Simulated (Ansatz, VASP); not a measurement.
# C: VASP beside Ansatz

```xyz
10
Lattice="1.2409 0.7164 9.7660 -1.2409 0.7164 9.7660 0.0000 -1.4328 9.7660" Properties=species:S:1:pos:R:3 pbc="T T T"
C     0.0000    0.0000    0.7272
C     0.0000    0.0000   28.5709
C     0.0000    0.0000    3.1843
C     0.0000    0.0000   26.1138
C     0.0000    0.0000    4.6398
C     0.0000    0.0000   24.6583
C     0.0000    0.0000   10.9828
C     0.0000    0.0000   18.3153
C     0.0000    0.0000   12.4610
C     0.0000    0.0000   16.8371
```

Alike in both runs: task single point; functional PBEsol; k mesh 12 × 12 × 12; occupations gaussian, width 0.05 eV; no spin polarisation.

|  | VASP | Ansatz |
| --- | --- | --- |
| version | VASP 6.6.1 | Ansatz 0.2.0 |
| potentials or method | VASP PAW PBE potentials, release 64 (C), cutoff 520 eV | scalar-relativistic, plane waves, PAW |
| valence electrons in the cell | 40 | 40 |

VASP gave:

* gap on the k mesh at the Fermi level (eV): 4.00
* least direct gap on the mesh (eV): 4.94
* rms of the force components (eV/Å): 0.279

Task: Which values does Ansatz return?

Result: gap on the k mesh at the Fermi level (eV): 4.01; least direct gap on the mesh (eV): 4.95; rms of the force components (eV/Å): 0.270.

VASP's potentials were made for PBE, not for PBEsol, and Ansatz warns of the same on its side. Atom by atom the forces differ by 0.009 eV/Å (rms over components).
